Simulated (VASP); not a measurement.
# AgB2 (P6/mmm) in VASP: notebook, part 2 of 2

VASP 6.6.1.

## (3) Relaxation of cell and atoms, PBEsol

This run uses another cell than the first one, of 8.50 Å³/atom.

INCAR

```
ALGO = Normal ; EDIFF = 1E-7
EDIFFG = -0.01 ; ENCUT = 600
GGA = PS ; IBRION = 2
ISIF = 3 ; ISMEAR = 0
LASPH = True ; LCHARG = False
LREAL = False ; LWAVE = False
NELM = 100 ; NSW = 80
PREC = Accurate ; SIGMA = 0.05
```

KPOINTS

```
k-points
0
Gamma
  14 14 10
```

POSCAR

```
AgB2
1.0
    3.0099684966      0.0000000000      0.0000000000
   -1.5049842483      2.6067091827      0.0000000000
    0.0000000000      0.0000000000      3.2507641987
Ag B
1 2
Direct
    0.0000000000      0.0000000000      0.0000000000
    0.3333333333      0.6666666667      0.5000000000
    0.6666666667      0.3333333333      0.5000000000
```

Potentials or basis: VASP PAW PBE potentials, release 64 (Ag, B).

The run is started by

```bash
> cat potpaw_PBE.64/Ag/POTCAR potpaw_PBE.64/B/POTCAR > POTCAR
> mpirun -np 1 vasp_std > vasp.out
```

OUTCAR:

```text
EDIFF = 1E-7
   EDIFFG = -0.01
   ENCUT = 600
   GGA = PS
   IBRION = 2
   ISIF = 3
   ISMEAR = 0
   LASPH = True
   LREAL = False
   NELM = 100
   NSW = 80
   PREC = Accurate

 ion  position               nearest neighbor table
   1  0.000  0.000  0.000-   2 2.38   3 2.38   2 2.38   3 2.38   3 2.38   3 2.38   2 2.38   2 2.38
                             3 2.38   3 2.38   2 2.38   2 2.38
   2  0.333  0.667  0.500-   3 1.74   3 1.74   3 1.74   1 2.38   1 2.38   1 2.38   1 2.38   1 2.38
                             1 2.38
   3  0.667  0.333  0.500-   2 1.74   2 1.74   2 1.74   1 2.38   1 2.38   1 2.38   1 2.38   1 2.38
                             1 2.38

  LATTYP: Found a hexagonal cell.
 ALAT       =     3.0099684966
 C/A-ratio  =     1.0799994094

  Lattice vectors:

 A1 = (   3.0099684966,   0.0000000000,   0.0000000000)
 A2 = (  -1.5049842483,   2.6067091827,   0.0000000000)
 A3 = (   0.0000000000,   0.0000000000,   3.2507641987)

Analysis of symmetry for initial positions (statically):
=====================================================================
 Subroutine PRICEL returns:
 Original cell was already a primitive cell.

 Routine SETGRP: Setting up the symmetry group for a
 hexagonal supercell.

 Subroutine GETGRP returns: Found 24 space group operations
 (whereof 24 operations were pure point group operations)
 out of a pool of 24 trial point group operations.

The static configuration has the point symmetry D_6h.

Analysis of symmetry for dynamics (positions and initial velocities):
=====================================================================
 Subroutine PRICEL returns:
 Original cell was already a primitive cell.
[... 157 lines left out ...]
  free energy    TOTEN  =       -14.87837698 eV

  energy without entropy =      -14.87621423  energy(sigma->0) =      -14.87729560

 E-fermi :  10.5097     XC(G=0): -13.3724

 val. band max:       10.5049637779   @ k =   0.2857   0.1429   0.2000
 cond. band min:      10.5101077014   @ k =   0.1429   0.0714   0.5000
 fundamental gap:      0.0051439235
 Fermi energy:        10.5097288737

 k-point     1 :       0.0000    0.0000    0.0000
  band No.  band energies     occupation
      1      -3.8310      2.00000
      2       3.3677      2.00000
      3       3.9008      2.00000
      4       3.9008      2.00000
      5       5.4342      2.00000
      6       5.4342      2.00000
      7       7.2577      2.00000
      8      11.5834      0.00000
      9      11.5834      0.00000
     10      16.0376      0.00000
     11      16.0376      0.00000
     12      16.0841      0.00000
[... 603 lines left out ...]
--------------------------------------- Ionic step        8  -------------------------------------------

 number of electron      16.9999999 magnetization

 Free energy of the ion-electron system (eV)
  ---------------------------------------------------
  ext. energy  EPLUGINS =         0.00000000
  ---------------------------------------------------
  free energy    TOTEN  =       -15.82669930 eV

  energy without entropy =      -15.82566311  energy(sigma->0) =      -15.82618120

 E-fermi :   7.4857     XC(G=0): -12.3420

 val. band max:        7.4820436829   @ k =   0.2857   0.0000   0.4000
 cond. band min:       7.5034528854   @ k =   0.1429   0.0714   0.2000
 fundamental gap:      0.0214092025
 Fermi energy:         7.4857082177

 k-point     1 :       0.0000    0.0000    0.0000
  band No.  band energies     occupation
      1      -4.9099      2.00000
      2       1.5653      2.00000
      3       2.4715      2.00000
      4       2.4715      2.00000
      5       3.4614      2.00000
      6       3.4614      2.00000
      7       3.6135      2.00000
      8       8.7760      0.00000
      9       8.7760      0.00000
     10       9.1798      0.00000
     11      14.8446      0.00000
     12      14.8446      0.00000
[... 375 lines left out ...]
  FREE ENERGIE OF THE ION-ELECTRON SYSTEM (eV)
  ---------------------------------------------------
  free  energy   TOTEN  =       -15.8266992984 eV

  energy  without entropy=      -15.8256631064  energy(sigma->0) =      -15.82618120

 reached required accuracy - stopping structural energy minimisation
```

CONTCAR:

```text
AgB2
   1.00000000000000
     3.0072452236498699   -0.0000000000000000   -0.0000000000000000
    -1.5036226118249350    2.6043507591425983    0.0000000000000000
     0.0000000000000000    0.0000000000000001    3.9420733057665838
  Ag              B
     1     2
Direct
     0.0000000000000000    0.0000000000000000    0.0000000000000000
     0.3333333332999970    0.6666666667000030    0.5000000000000000
     0.6666666667000030    0.3333333332999970    0.5000000000000000

  0.00000000E+00  0.00000000E+00  0.00000000E+00
  0.00000000E+00  0.00000000E+00  0.00000000E+00
  0.00000000E+00  0.00000000E+00  0.00000000E+00
```

It took 4 min on 1 thread of Intel Xeon 8259CL, shared host; peak memory 0.2 GiB.

Results:

```yaml
Free_energy: -15.8267 eV
Relaxed_volume: 10.29 Å³/atom
Relaxed_cell: a = 3.007 Å, b = 3.007 Å, c = 3.942 Å, α = 90.00°, β = 90.00°, γ = 120.00°
Space_group_after_relaxing_to_0.1_Å: P6/mmm (No. 191)
Energy_gained_by_relaxing: 316.1 meV/atom
Ionic_steps: 8
Pressure_after_relaxing: 0.0 GPa
Band_gap_on_the_k_mesh: zero (an odd number of electrons rules out a gap without spin polarisation)
```

The path:
| step | energy change (eV) | largest force (eV/Å) | pressure (GPa) | volume (Å³) |
| --- | --- | --- | --- | --- |
| 1 | 0.0000 | 0.0000 | 43.20 | 25.51 |
| 2 | -0.4549 | 0.0000 | -19.03 | 34.88 |
| 3 | -0.6797 | 0.0000 | -3.77 | 30.85 |
| 4 | -0.8871 | 0.0000 | -2.01 | 30.82 |
| 5 | -0.9475 | 0.0000 | 0.75 | 30.70 |
| 6 | -0.9477 | 0.0000 | 1.04 | 30.68 |
| 7 | -0.9480 | 0.0000 | -0.64 | 31.01 |
| 8 | -0.9483 | 0.0000 | 0.04 | 30.87 |

Final structure:
```cif
data_structure
_symmetry_space_group_name_H-M 'P 1'
_symmetry_Int_Tables_number 1
_cell_length_a 3.0072
_cell_length_b 3.0072
_cell_length_c 3.9421
_cell_angle_alpha 90.000
_cell_angle_beta 90.000
_cell_angle_gamma 120.000
_cell_volume 30.87
loop_
_atom_site_label
_atom_site_type_symbol
_atom_site_fract_x
_atom_site_fract_y
_atom_site_fract_z
_atom_site_occupancy
Ag1 Ag 0.00000 0.00000 0.00000 1
B1 B 0.33333 0.66667 0.50000 1
B2 B 0.66667 0.33333 0.50000 1
```

Levels at points of the mesh, in eV from the Fermi level:
| k point | band 7 | band 8 | band 9 | band 10 | band 11 | band 12 |
| --- | --- | --- | --- | --- | --- | --- |
| (0.00, 0.00, 0.00) | -3.87 | 1.29 | 1.29 | 1.69 | 7.36 | 7.36 |
| (0.50, 0.00, 0.00) | -2.69 | -1.82 | 2.44 | 3.09 | 4.05 | 6.03 |
| (0.00, 0.00, 0.50) | -4.20 | 0.91 | 0.91 | 8.76 | 8.76 | 8.81 |
| (0.50, 0.00, 0.50) | -2.90 | -2.50 | -0.26 | 1.24 | 6.31 | 9.47 |

Caveat: the volume moved by over 15 % at a fixed basis, so the end points are rough; the PAW data sets were made with another functional, which shifts forces and pressure a little. Zero-point motion and thermal expansion aren't in these numbers.
